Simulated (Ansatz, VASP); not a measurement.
## One calculation of Ca3As, two programs

```
Ca As
1.0
     5.61291    0.00000    0.00000
     0.00000    5.61291    0.00000
     0.00000    0.00000    5.74164
Ca As
3 1
Direct
  0.00000 0.50000 0.50000
  0.50000 0.00000 0.50000
  0.00000 0.00000 0.00000
  0.50000 0.50000 0.50000
```

Alike in both runs: functional PBE; k mesh 4 × 4 × 6; occupations gaussian, width 0.1 eV; no spin polarisation.

Ansatz relaxed the structure, and its values are those at the end. VASP's run is a single point on that final structure, the one shown.

|  | VASP | Ansatz |
| --- | --- | --- |
| version | VASP 6.6.1 | Ansatz 0.2.0 |
| potentials or method | VASP PAW PBE potentials, release 64 (Ca_sv, As), cutoff 520 eV | scalar-relativistic, plane waves, PAW |
| valence electrons in the cell | 35 | 45 |

Ansatz gave:

| Property | Result |
| --- | --- |
| gap on the k mesh at the Fermi level (eV) | none |
| pressure (GPa) | 0.0 |

Question: Estimate VASP's values.

Answer: gap on the k mesh at the Fermi level (eV): none; pressure (GPa): 0.1.

A gap of «none» marks a metal or a gap that the smearing closes. VASP's potentials hold 35 valence electrons a cell and Ansatz's 45, so a difference there can come from the potentials and not from the codes.
